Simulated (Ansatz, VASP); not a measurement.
FeSi in VASP and in Ansatz

```xyz
8
Lattice="4.3800 0.0000 0.0000 0.0000 4.3800 0.0000 0.0000 0.0000 4.3800" Properties=species:S:1:pos:R:3 pbc="T T T"
Fe    0.5980    0.5980    0.5980
Fe    1.5920    3.7820    2.7880
Fe    2.7880    1.5920    3.7820
Fe    3.7820    2.7880    1.5920
Si    3.6897    3.6897    3.6897
Si    2.8803    0.6903    1.4997
Si    1.4997    2.8803    0.6903
Si    0.6903    1.4997    2.8803
```

Alike in both runs: task relaxation of the atoms; functional PBE; k mesh 8 × 8 × 8; no spin polarisation.

```csv
,VASP,Ansatz
version,VASP 6.6.1,Ansatz 0.2.0
potentials or method,"VASP PAW PBE potentials, release 64 (Fe, Si)","scalar-relativistic, plane waves, PAW"
plane-wave cutoff (eV),520,420
occupations,"gaussian, width 0.01 eV",fixed
valence electrons in the cell,48,80
```

|  | VASP | Ansatz | Ansatz less VASP |
| --- | --- | --- | --- |
| gap on the k mesh at the Fermi level, each at its own relaxed structure (eV) | 0.16 | 0.16 | +0.008 |

VASP's potentials hold 48 valence electrons a cell and Ansatz's 80, so a difference there can come from the potentials and not from the codes. Ansatz's warnings: stress scf threshold loose.
